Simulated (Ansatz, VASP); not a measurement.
One calculation of LuAl3N4, two programs

The input INCAR:

```
SYSTEM = LuAl3N4
PREC = Accurate
ENCUT = 600
EDIFF = 1E-6
ISMEAR = 0
SIGMA = 0.15
LREAL = Auto
LASPH = .True.
NELM = 80
ALGO = Normal
ISIF = 3
LWAVE = .False.
LCHARG = .False.
GGA = PE
IBRION = 2
NSW = 36
EDIFFG = -0.08
```

The input KPOINTS:

```
Automatic mesh
0
Gamma
  2 2 2
  0 0 0
```

File POSCAR:

```
LuAl3N4
1.0
    6.7000000000      0.0000000000      0.0000000000
    0.0000000000      5.8500000000      0.0000000000
    0.0000000000      0.0000000000      5.4000000000
Lu Al N
2 6 8
Direct
    0.0000000000      0.8330000000      0.0000000000
    0.5000000000      0.1670000000      0.5000000000
    0.0000000000      0.1670000000      0.5000000000
    0.5000000000      0.8330000000      0.0000000000
    0.2500000000      0.6670000000      0.5000000000
    0.7500000000      0.6670000000      0.5000000000
    0.7500000000      0.3330000000      0.0000000000
    0.2500000000      0.3330000000      0.0000000000
    0.0000000000      0.1600000000      0.8650000000
    0.5000000000      0.8400000000      0.3650000000
    0.2450000000      0.6600000000      0.8650000000
    0.7550000000      0.6600000000      0.8650000000
    0.0000000000      0.8200000000      0.3900000000
    0.7450000000      0.3400000000      0.3650000000
    0.2550000000      0.3400000000      0.3650000000
    0.5000000000      0.1800000000      0.8900000000
```

Input for Ansatz:

```yaml
crystal:
  lattice:
    - [6.7, 0.0, 0.0]
    - [0.0, 5.85, 0.0]
    - [0.0, 0.0, 5.4]
  atoms:
    - { symbol: Lu, position: [0.0, 0.833, 0.0] }
    - { symbol: Lu, position: [0.5, 0.167, 0.5] }
    - { symbol: Al, position: [0.0, 0.167, 0.5] }
    - { symbol: Al, position: [0.5, 0.833, 0.0] }
    - { symbol: Al, position: [0.25, 0.667, 0.5] }
    - { symbol: Al, position: [0.75, 0.667, 0.5] }
    - { symbol: Al, position: [0.75, 0.333, 0.0] }
    - { symbol: Al, position: [0.25, 0.333, 0.0] }
    - { symbol: "N", position: [0.0, 0.16, 0.865] }
    - { symbol: "N", position: [0.5, 0.84, 0.365] }
    - { symbol: "N", position: [0.245, 0.66, 0.865] }
    - { symbol: "N", position: [0.755, 0.66, 0.865] }
    - { symbol: "N", position: [0.0, 0.82, 0.39] }
    - { symbol: "N", position: [0.745, 0.34, 0.365] }
    - { symbol: "N", position: [0.255, 0.34, 0.365] }
    - { symbol: "N", position: [0.5, 0.18, 0.89] }
basis:
  ecutwfc: 420
kpoints:
  mp_grid: { grid: [2, 2, 2] }
hamiltonian:
  xc: pbe
scf:
  occupations: { method: gaussian, width: 0.15 }
  lower_state_search: "off"
output:
  forces: true
  stress: true
  eigenvalues: true
relax:
  adjacent_minimum: "off"
  f_tol: 0.08
  max_steps: 16
  cell: { stress_tol: 0.8 }
```

Alike in both runs: task relaxation of cell and atoms; functional PBE; k mesh 2 × 2 × 2; occupations gaussian, width 0.15 eV; no spin polarisation.

```csv
,VASP,Ansatz
version,VASP 6.6.1,Ansatz 0.2.0
potentials or method,"VASP PAW PBE potentials, release 64 (Lu, Al, N), cutoff 600 eV","scalar-relativistic, plane waves, PAW"
valence electrons in the cell,108,108
```

|  | VASP | Ansatz | Ansatz less VASP |
| --- | --- | --- | --- |
| gap on the k mesh at the Fermi level, each at its own relaxed structure (eV) | 3.23 | 3.22 | -0.010 |
| relaxed volume (Å³/atom) | 12.02 | 12.03 | +0.011 |
| relaxed cell length with the largest relative difference (Å) | 5.655 | 5.675 | +0.0204 |

The k mesh is coarse, so the values compare programs but aren't converged. Spin-orbit coupling is off throughout.
